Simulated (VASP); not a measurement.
**MoS2: electric field gradients with PBE+D3(BJ)**

**Measured values to compare with.**

“Multiwavelength excitation Raman Scattering Analysis of bulk and 2 dimensional MoS2: Vibrational properties of atomically thin MoS2 layers”, 2015, arxiv:1506.03228 reports, for a bulk crystal of MoS2 at 300 K: band gap 1.3 eV (indirect).

MoS2:

```
CELL_PARAMETERS angstrom
3.14937 0.00000 0.00000
-1.57469 2.72743 0.00000
0.00000 0.00000 12.08792
ATOMIC_POSITIONS crystal
Mo 0.33333 0.66667 0.25000
Mo 0.66667 0.33333 0.75000
S 0.33333 0.66667 0.62046
S 0.66667 0.33333 0.12046
S 0.33333 0.66667 0.87954
S 0.66667 0.33333 0.37954
```

```
Program                : VASP 6.6.1
Task                   : electric field gradients
Functional             : PBE
Dispersion             : D3(BJ)
Potentials or basis    : VASP PAW PBE potentials, release 64 (Mo_sv, S)
Cutoff                 : 520 eV
k mesh                 : 12 × 12 × 4
Occupations            : gaussian, width 0.01 eV
Spin                   : no spin polarisation
Dipole correction      : no
Further INCAR settings : ALGO = Normal; EDIFF = 1e-08; NBANDS = 35
```

```
Pressure                   : -0.1 GPa
Largest force              : 0.014 eV/Å
Band gap on the k mesh     : 0.80 eV, indirect (least direct gap 1.70 eV)
Dispersion energy per atom : -0.438 eV
```

Forces in eV/Å, atoms in the order of the input:
```
Mo   0.000  0.000  0.000
Mo   0.000  0.000  0.000
S    0.000  0.000  0.014
S    0.000  0.000  0.014
S    0.000  0.000 -0.014
S    0.000  0.000 -0.014
```

Levels at points of the mesh, in eV from the valence-band top:
```csv
k point,band 23,band 24,band 25,band 26,band 27,band 28,band 29,band 30
"(0.00, 0.00, 0.00)",-2.15,-1.27,-1.11,0.00,2.09,2.09,2.13,2.13
"(0.50, 0.00, 0.00)",-1.78,-1.52,-1.49,-1.33,1.62,1.68,1.99,2.31
"(0.00, 0.00, 0.50)",-2.18,-2.18,-0.26,-0.26,2.10,2.10,2.10,2.10
"(0.50, 0.00, 0.50)",-1.65,-1.65,-1.40,-1.40,1.64,1.64,2.17,2.17
```

Electric field gradients, principal values (V/Å²):
| atom | least | middle | greatest (by size) |
| --- | --- | --- | --- |
| 1 Mo | 39.205 | 39.206 | -78.411 |
| 2 Mo | 39.205 | 39.206 | -78.411 |
| 3 S | 25.248 | 25.249 | -50.497 |
| 4 S | 25.248 | 25.249 | -50.497 |
| 5 S | 25.248 | 25.249 | -50.497 |
| 6 S | 25.248 | 25.249 | -50.497 |

Run time: 4.6 min on 1 thread of Intel Xeon 8259CL, on a shared host, peak memory 0.33 GiB.

A measured gap of MoS2 is 1.3 eV (indirect; 300 K; “Multiwavelength excitation Raman Scattering Analysis of bulk and 2 dimensional MoS2: Vibrational properties of atomically thin MoS2 layers”, 2015, arxiv:1506.03228); the calculated 0.80 eV misses it by -0.50 eV. Spin-orbit coupling on Mo is left out. The value is that of PBE+D3(BJ) on a finite k mesh, which can miss the band edges, without temperature or zero-point motion. Semilocal functionals fall short of measured gaps as a rule.

Caveat: without QUAD_EFG the Cq values of the log hold for a quadrupole moment of 1 mb, not for the nuclei.
